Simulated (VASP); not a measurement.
A run of VASP 6.6.1 is set up as follows.

INCAR

```
PREC = Accurate ; ENCUT = 520
EDIFF = 1E-7 ; ISMEAR = 0
SIGMA = 0.1 ; LREAL = False
LASPH = True ; NELM = 80
ALGO = Normal ; ISIF = 2
LWAVE = False ; LCHARG = False
GGA = PE ; NBANDS = 50
```

The input KPOINTS:

```
Automatic mesh
0
Gamma
  4 4 2
```

File POSCAR:

```
Sn4SeS3
1.0
    6.5877572144      0.0000000000      0.0000000000
    0.0000000000      4.1467871864      0.0000000000
   -3.2729165381      0.0000000000      7.8231592392
Sn Se S
4 1 3
Direct
    0.2687060470      0.0000000000      0.7778824279
    0.7690923859      0.0000000000      0.2789221868
    0.6974937446      0.5000000000      0.6812320064
    0.2112693224      0.5000000000      0.1991575243
    0.9931400130      0.0000000000      0.9507749264
    0.5092783260      0.0000000000      0.4471195343
    0.5251070345      0.5000000000      0.0836724352
    0.0259131267      0.5000000000      0.5812389586
```

Potentials or basis: VASP PAW PBE potentials, release 64 (Sn_d, Se, S).

Run with:

```bash
$ cat potpaw_PBE.64/Sn_d/POTCAR potpaw_PBE.64/Se/POTCAR potpaw_PBE.64/S/POTCAR > POTCAR
$ mpirun -np 1 vasp_std > vasp.out
```

Problem. Predict the pressure.

Solution. 0.1 GPa.

Problem. Estimate the band gap on the k mesh.

Solution. 0.51 eV (least direct gap 0.63 eV).

Problem. What does it give for the largest force?

Solution. 0.075 eV/Å.

Stress tensor (GPa, compression positive):
```
-0.14  0.00 -0.08
 0.00  0.07  0.00
-0.08  0.00  0.30
```

Caveat: spin-orbit coupling is left out, which moves the levels of the heavy elements. A k mesh can miss the band edges.
